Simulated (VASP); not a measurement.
Runs of VASP 6.6.1 on Ga. The structure is that of space group Cmcm (No. 63), or close to it. The cells are those of the table. 

```csv
cell,gap on the mesh (eV),pressure (GPa),largest force (eV/Å)
"a = 4.614, b = 4.614, c = 4.633 Å, angles 90.0, 90.0, 62.7°, 4 atoms",none,-5.9,0.06
"a = 4.470, b = 4.470, c = 4.488 Å, angles 90.0, 90.0, 62.7°, 4 atoms",none,(a),0.02
"a = 4.579, b = 4.579, c = 4.598 Å, angles 90.0, 90.0, 62.7°, 4 atoms",none,(b),0.05
"a = 4.355, b = 4.355, c = 4.373 Å, angles 90.0, 90.0, 62.7°, 4 atoms",none,2.7,0.06
"a = 4.507, b = 4.507, c = 4.525 Å, angles 90.0, 90.0, 62.7°, 4 atoms",none,-3.5,0.03
```

Alike in all rows: task single point; level LDA; potentials or basis VASP PAW LDA potentials, release 64 (Ga_d); no spin polarisation; k mesh 6 × 6 × 5; cutoff (eV) 520; smearing fermi-dirac 0.05 eV.

Question: Estimate the missing entries.

Answer: (a) -2.4; (b) -5.2.

Caveats: the cell stands under tension (at least some runs).

A k mesh can miss the band edges, and the runs leave out spin-orbit coupling on Ga.

A gap of «none» marks levels without a gap at the run's occupations.
